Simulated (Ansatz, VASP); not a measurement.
# Two plane-wave programs on CdTe

The input POSCAR:

```
CdTe
1.0
    0.0000000000      3.3086866296      3.3086866296
    3.3086866296      0.0000000000      3.3086866296
    3.3086866296      3.3086866296      0.0000000000
Cd Te
1 1
Direct
    0.0000000000      0.0000000000      0.0000000000
    0.2500000000      0.2500000000      0.2500000000
```

File INCAR.step1:

```
SYSTEM = CdTe
PREC = Accurate
ENCUT = 520
EDIFF = 1E-5
ISMEAR = 0
SIGMA = 0.01
LREAL = .FALSE.
LASPH = .TRUE.
NELM = 100
ALGO = Normal
ISIF = 2
LWAVE = .TRUE.
LCHARG = .FALSE.
GGA = PE
NBANDS = 16
```

Contents of INCAR.step2:

```
SYSTEM = CdTe
PREC = Accurate
ENCUT = 520
EDIFF = 1E-6
ISMEAR = 0
SIGMA = 0.01
LREAL = .FALSE.
LASPH = .TRUE.
NELM = 100
ALGO = Normal
ISIF = 2
LWAVE = .FALSE.
LCHARG = .FALSE.
GGA = PE
LHFCALC = .TRUE.
AEXX = 1.0
ALDAC = 0.0
AGGAC = 0.0
PRECFOCK = Normal
ISTART = 1
NBANDS = 16
```

KPOINTS

```
Automatic mesh
0
G
  4 4 4
  0 0 0
```

Input for Ansatz:

```yaml
crystal:
  lattice:
    - [0.0, 3.3086866296, 3.3086866296]
    - [3.3086866296, 0.0, 3.3086866296]
    - [3.3086866296, 3.3086866296, 0.0]
  atoms:
    - { symbol: Cd, position: [0.0, 0.0, 0.0] }
    - { symbol: Te, position: [0.25, 0.25, 0.25] }
basis:
  ecutwfc: 420
kpoints:
  mp_grid: { grid: [4, 4, 4] }
  band_path:
    path:
      - [0.0, 0.0, 0.0]
      - [-0.5, -0.5, 0.0]
      - [-0.375, -0.375, 0.25]
      - [-0.375, 0.0, 0.375]
      - [0.0, 0.0, 0.5]
      - [-0.5, -0.25, 0.25]
    npoints: 1
hamiltonian:
  xc: hf
scf:
  occupations: { method: fixed }
  n_extra_bands: 4
output:
  eigenvalues: true
```

Alike in both runs: task single point; functional HF; k mesh 4 × 4 × 4; no spin polarisation.

|  | VASP | Ansatz |
| --- | --- | --- |
| version | VASP 6.6.1 | Ansatz 0.2.0 |
| potentials or method | VASP PAW PBE potentials, release 64 (Cd, Te), cutoff 520 eV | scalar-relativistic, plane waves, PAW |
| occupations | gaussian, width 0.01 eV | fixed |
| valence electrons in the cell | 18 | 36 |

Ansatz gave:

| Item | Value |
| --- | --- |
| gap on the k mesh at the Fermi level (eV) | 7.19 |
| least direct gap on the mesh (eV) | 7.19 |

Which values does VASP return?

gap on the k mesh at the Fermi level (eV): 6.56; least direct gap on the mesh (eV): 6.56.

VASP's potentials were made for PBE, not for HF. One of these differences is far larger than is usual between the two programs; its cause wasn't traced. VASP's potentials hold 18 valence electrons a cell and Ansatz's 36, so a difference there can come from the potentials and not from the codes.

Neither program's run includes spin-orbit coupling.
